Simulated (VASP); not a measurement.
# Ge (Imma) in VASP: single point with PBEsol

Aim: the single point of Ge with PBEsol.

Program: VASP 6.6.1. These are calculated values, not measurements. Logs are shortened: lines on timing, memory, paths and dates and some standing lists are left out, and cuts for length are marked.

## 1. The cell of the first run

The structure is orthorhombic, space group Imma (No. 74). The conventional cell has a = 4.551 Å, b = 5.701 Å, c = 2.794 Å, α = 90.00°, β = 90.00°, γ = 90.00°. Ge (site symmetry mm2) has 8 Ge at 2.38 to 3.09 Å within 3.1 Å.

## 2. Single point, PBEsol (strain -0.1125 x Voigt [1, -1, 0, 0, 0, 0])

The input, INCAR:

```
PREC = Accurate
ENCUT = 520
EDIFF = 1E-6
ISMEAR = 0
SIGMA = 0.15
LREAL = False
LASPH = True
NELM = 60
ALGO = Normal
ISIF = 2
LWAVE = False
LCHARG = False
GGA = PS
NBANDS = 21
```

The input, KPOINTS:

```
Automatic mesh
0
Gamma
  24 24 24
```

The input, POSCAR:

```
Ge
1.0
   -2.2753400581      2.8503497258      1.3967991573
    2.2753400581     -2.8503497258      1.3967991573
    2.2753400581      2.8503497258     -1.3967991573
Ge
2
Direct
    0.1246462076      0.8746462076      0.2500000000
    0.8753537924      0.1253537924      0.7500000000
```

Potentials or basis: VASP PAW PBE potentials, release 64 (Ge_d).

On the command line:

```sh
cat potpaw_PBE.64/Ge_d/POTCAR > POTCAR
mpirun -np 1 vasp_std > vasp.out
```

OUTCAR:

```text
PREC = Accurate
   ENCUT = 520
   EDIFF = 1E-6
   ISMEAR = 0
   LREAL = False
   LASPH = True
   NELM = 60
   ISIF = 2
   GGA = PS

 ion  position               nearest neighbor table
   1  0.125  0.875  0.250-   2 2.38   2 2.38
   2  0.875  0.125  0.750-   1 2.38   1 2.38

  LATTYP: Found a body centered orthorhombic cell.
 ALAT       =     2.7935983146
 B/A-ratio  =     1.6289672328
 C/A-ratio  =     2.0406296144

  Lattice vectors:

 A1 = (   2.2753400581,  -2.8503497258,   1.3967991573)
 A2 = (  -2.2753400581,  -2.8503497258,  -1.3967991573)
 A3 = (   2.2753400581,   2.8503497258,  -1.3967991573)

Analysis of symmetry for initial positions (statically):
=====================================================================
 Subroutine PRICEL returns:
 Original cell was already a primitive cell.

 Routine SETGRP: Setting up the symmetry group for a
 body centered orthorhombic supercell.

 Subroutine GETGRP returns: Found  8 space group operations
 (whereof  4 operations were pure point group operations)
 out of a pool of  8 trial point group operations.

The static configuration has the point symmetry C_2h.
 The point group associated with its full space group is D_2h.

Analysis of symmetry for dynamics (positions and initial velocities):
=====================================================================
 Subroutine PRICEL returns:
 Original cell was already a primitive cell.

 Routine SETGRP: Setting up the symmetry group for a
 body centered orthorhombic supercell.

 Subroutine GETGRP returns: Found  8 space group operations
 (whereof  4 operations were pure point group operations)
 out of a pool of  8 trial point group operations.

The dynamic configuration has the point symmetry C_2h.
 The point group associated with its full space group is D_2h.

 Subroutine INISYM returns: Found  8 space group operations
 (whereof  4 operations are pure point group operations),
 and found     1 'primitive' translations

----------------------------------------------------------------------------------------

                                     Primitive cell

  volume of cell :      36.2358

  direct lattice vectors                    reciprocal lattice vectors
    -2.275340058  2.850349726  1.396799157     0.000000000  0.175417071  0.357961270
     2.275340058 -2.850349726  1.396799157     0.219747373  0.000000000  0.357961270
     2.275340058  2.850349726 -1.396799157     0.219747373  0.175417071  0.000000000

  length of vectors
     3.905472292  3.905472292  3.905472292     0.398631935  0.420029973  0.281176202

  position of ions in fractional coordinates (direct lattice)
     0.124646208  0.874646208  0.250000000
     0.875353792  0.125353792  0.750000000

  ion indices of the primitive-cell ions
   primitive index   ion index
                 1           1
                 2           2

----------------------------------------------------------------------------------------

 KPOINTS: Automatic mesh

Automatic generation of k-mesh.
 Grid dimensions read from file:
 generate k-points for:   24   24   24

 Generating k-lattice:

  Cartesian coordinates                     Fractional coordinates (reciprocal lattice)
     0.000000000  0.007309045  0.014915053     0.041666667  0.000000000 -0.000000000
     0.009156141  0.000000000  0.014915053     0.000000000  0.041666667  0.000000000
     0.009156141  0.007309045  0.000000000    -0.000000000  0.000000000  0.041666667

  Length of vectors
     0.016609664  0.017501249  0.011715675

  Shift w.r.t. Gamma in fractional coordinates (k-lattice)
     0.000000000  0.000000000  0.000000000

 Subroutine IBZKPT returns following result:
 ===========================================

 Found   1963 irreducible k-points:

 Following reciprocal coordinates:
            Coordinates               Weight
  0.000000  0.000000  0.000000      1.000000
  0.041667 -0.000000  0.000000      4.000000
  0.083333 -0.000000  0.000000      4.000000
  0.125000 -0.000000  0.000000      4.000000
  0.166667 -0.000000  0.000000      4.000000
  0.208333 -0.000000  0.000000      4.000000
[... 16 lines left out ...]
  0.375000  0.041667  0.000000      8.000000
  0.416667  0.041667  0.000000      8.000000
 [... further k-points ...]
   k-points           NKPTS =   1963   k-points in BZ     NKDIM =   1963   number of bands    NBANDS=     21
   number of dos      NEDOS =    301   number of ions     NIONS =      2
   total plane-waves  NPLWV =  27000
   dimension x,y,z NGX =    30 NGY =   30 NGZ =   30
   dimension x,y,z NGXF=    60 NGYF=   60 NGZF=   60
   ions per type =               2
   NGX,Y,Z   is equivalent  to a cutoff of  12.77, 12.77, 12.77 a.u.
   NGXF,Y,Z  is equivalent  to a cutoff of  25.54, 25.54, 25.54 a.u.
 SYSTEM =  unknown system
   PREC   = accura    normal or accurate (medium, high low for compatibility)
   ISTART =      0    job   : 0-new  1-cont  2-samecut
   ICHARG =      2    charge: 1-file 2-atom 10-const
   ISPIN  =      1    spin polarized calculation?
   LNONCOLLINEAR =      F non collinear calculations
   LSORBIT =      F    spin-orbit coupling
   LASPH  =      T    aspherical Exc in radial PAW
   ENCUT  =  520.0 eV  38.22 Ry    6.18 a.u.   7.26  7.26  7.26*2*pi/ulx,y,z
   NELM   =     60;   NELMIN=  2; NELMDL= -5     # of ELM steps
   EDIFF  = 0.1E-05   stopping-criterion for ELM
   LREAL  =      F    real-space projection
   EDIFFG = 0.1E-04   stopping-criterion for IOM
   NSW    =      0    number of steps for IOM
   IBRION =     -1    ionic relax: 0-MD 1-quasi-New 2-CG
   NFREE  =      0    steps in history (QN), initial steepest desc. (CG)
   ISIF   =      2    stress and relaxation
   ISYM   =      2    0-nonsym 1-usesym 2-fastsym
   POTIM  = 0.5000    time-step for ionic-motion
   TEBEG  =    0.0;   TEEND  =   0.0 temperature during run
   PSTRESS=    0.0 pullay stress
   NELECT =      28.0000    total number of electrons
   NUPDOWN=      -1.0000    fix difference up-down
   EMIN   =  10.00;   EMAX   =-10.00  energy-range for DOS
   EFERMI =   0.00;   METHOD = LEGACY
   ISMEAR =     0;   SIGMA  =   0.15  broadening in eV -4-tet -1-fermi 0-gaus
   EFERMI_NEDOS =   21; number of points for ismear=-14 and -15
   IALGO  =     38    algorithm
   IMIX   =      4    mixing-type and parameters
     AMIX     =   0.40;   BMIX     =  1.00
     AMIX_MAG =   1.60;   BMIX_MAG =  1.00
  volume/ion in A,a.u.               =      18.12       122.27
  Fermi-wavevector in a.u.,A,eV,Ry     =   1.502270  2.838879 30.705840  2.256816
  Thomas-Fermi vector in A             =   2.613533
   LORBIT       =      0    0 simple, 1 ext, 2 COOP (PROOUT), +10 PAW based schemes
   GGA     = PS    functional components
   LHFCALC =     F    Hartree Fock is set to
   AEXX    =    0.0000 exact exchange contribution
   IVDW    =     0    specifies the selected vdW correction
   LEPSILON=     F    determine dielectric tensor
   LRPA    =     F    only Hartree local field effects (RPA)
 non-spin polarized calculation
 Gauss-broadening in eV      SIGMA  =   0.15
  energy-cutoff  :      520.00
  volume of cell :       36.24
 maximum number of plane-waves:       995
 NGX is ok and might be reduce to    30
   NGX = 15   NGY = 15   NGZ = 15

 number of electron      27.9999982 magnetization

 Free energy of the ion-electron system (eV)
  ---------------------------------------------------
  ext. energy  EPLUGINS =         0.00000000
  ---------------------------------------------------
  free energy    TOTEN  =        -9.04217288 eV

  energy without entropy =       -9.03333224  energy(sigma->0) =       -9.03775256

 E-fermi :   6.8762     XC(G=0): -11.5464

 val. band max:        6.8755134339   @ k =  -0.1250  -0.2500   0.0833
 cond. band min:       6.8782009750   @ k =  -0.3333  -0.4583   0.2083
 fundamental gap:      0.0026875411
 Fermi energy:         6.8761900353

 k-point     1 :       0.0000    0.0000    0.0000
  band No.  band energies     occupation
      1     -17.9686      2.00000
      2     -17.8372      2.00000
      3     -17.8037      2.00000
      4     -17.7915      2.00000
      5     -17.7030      2.00000
      6     -17.6747      2.00000
[... 13 lines left out ...]
     20      19.0995      0.00000
     21      21.0848      0.00000

 k-point     2 :       0.0417   -0.0000    0.0000
  band No.  band energies     occupation
      1     -17.9681      2.00000
      2     -17.8365      2.00000
      3     -17.8011      2.00000
      4     -17.7884      2.00000
      5     -17.7045      2.00000
      6     -17.6777      2.00000
[... 13 lines left out ...]
     20      18.7375      0.00000
     21      19.7695      0.00000

 k-point     3 :       0.0833   -0.0000    0.0000
  band No.  band energies     occupation
      1     -17.9668      2.00000
      2     -17.8343      2.00000
      3     -17.7937      2.00000
      4     -17.7795      2.00000
      5     -17.7088      2.00000
      6     -17.6827      2.00000
[... 13 lines left out ...]
     20      17.8574      0.00000
     21      18.5488      0.00000

 k-point     4 :       0.1250   -0.0000    0.0000
  band No.  band energies     occupation
      1     -17.9646      2.00000
      2     -17.8309      2.00000
      3     -17.7820      2.00000
      4     -17.7657      2.00000
      5     -17.7156      2.00000
      6     -17.6888      2.00000
[... 13 lines left out ...]
     20      16.7823      0.00000
     21      17.7076      0.00000

 k-point     5 :       0.1667   -0.0000    0.0000
  band No.  band energies     occupation
      1     -17.9615      2.00000
      2     -17.8264      2.00000
      3     -17.7670      2.00000
      4     -17.7484      2.00000
      5     -17.7245      2.00000
      6     -17.6953      2.00000
[... 13 lines left out ...]
     20      15.8054      0.00000
     21      17.8260      0.00000
[... 382 lines left out ...]
     20      14.2630      0.00000
     21      21.0106      0.00000

 k-point    22 :       0.3333    0.0417    0.0000
  band No.  band energies     occupation
      1     -17.9426      2.00000
      2     -17.8021      2.00000
      3     -17.7723      2.00000
      4     -17.7410      2.00000
      5     -17.7197      2.00000
      6     -17.7107      2.00000
[... 13 lines left out ...]
     20      15.1013      0.00000
     21      21.1869      0.00000

 k-point    23 :       0.3750    0.0417    0.0000
  band No.  band energies     occupation
      1     -17.9395      2.00000
      2     -17.8000      2.00000
      3     -17.7767      2.00000
      4     -17.7442      2.00000
      5     -17.7253      2.00000
      6     -17.7140      2.00000
[... 13 lines left out ...]
     20      16.0768      0.00000
     21      20.1261      0.00000

 k-point    24 :       0.4167    0.0417    0.0000
  band No.  band energies     occupation
      1     -17.9375      2.00000
      2     -17.7994      2.00000
      3     -17.7785      2.00000
      4     -17.7459      2.00000
      5     -17.7294      2.00000
      6     -17.7161      2.00000
[... 13 lines left out ...]
     20      17.1386      0.00000
     21      19.0375      0.00000

 [... further k-points ...]
[... 5 lines left out ...]
  --------------------------------------------------------------------------------------
  -------------------------------------------------------------------------------------
  Total        6.4508751     -2.5093119      0.8766054      0.0000000      0.0000000      0.0000000
  in kB      285.2271076   -110.9498724     38.7593329      0.0000000      0.0000000      0.0000000
  external PRESSURE =      71.0121894 kB  Pullay stress =       0.0000000 kB

 VOLUME and BASIS-vectors are now :
 -----------------------------------------------------------------------------
  energy-cutoff  :      520.00
  volume of cell :       36.24
      direct lattice vectors                 reciprocal lattice vectors
    -2.275340058  2.850349726  1.396799157     0.000000000  0.175417071  0.357961270
     2.275340058 -2.850349726  1.396799157     0.219747373  0.000000000  0.357961270
     2.275340058  2.850349726 -1.396799157     0.219747373  0.175417071  0.000000000

 POSITION                                       TOTAL-FORCE (eV/Angst)
 -----------------------------------------------------------------------------------
      2.27534     -1.42517      1.04661         0.000000      0.000000      0.770017
      0.00000      4.27552      0.35019        -0.000000     -0.000000     -0.770017
 -----------------------------------------------------------------------------------
    total drift:                               -0.000000     -0.000000      0.000000

  FREE ENERGIE OF THE ION-ELECTRON SYSTEM (eV)
  ---------------------------------------------------
  free  energy   TOTEN  =        -9.0421728826 eV

  energy  without entropy=       -9.0333322374  energy(sigma->0) =       -9.03775256
```

Wall time 26 min (1 thread of Intel Xeon 6975P-C (Granite Rapids), shared host); peak memory 1.1 GiB.

Results:

```yaml
Free_energy: -9.0422 eV
Pressure: 7.1 GPa
Largest_force: 0.770 eV/Å
Band_gap_on_the_k_mesh: zero (bands 14 and 15 overlap by 7.13 eV)
```

Forces on the atoms (eV/Å):
```
Ge   0.000  0.000  0.770
Ge   0.000  0.000 -0.770
```

Stress tensor (GPa, compression positive):
```
 28.52   0.00   0.00
  0.00 -11.09   0.00
  0.00   0.00   3.88
```

Caveat: the cell differs from its parent crystal (strain -0.1125 x Voigt [1, -1, 0, 0, 0, 0]); the cell stands under pressure; the PAW data sets were made with another functional, which shifts forces and pressure a little.
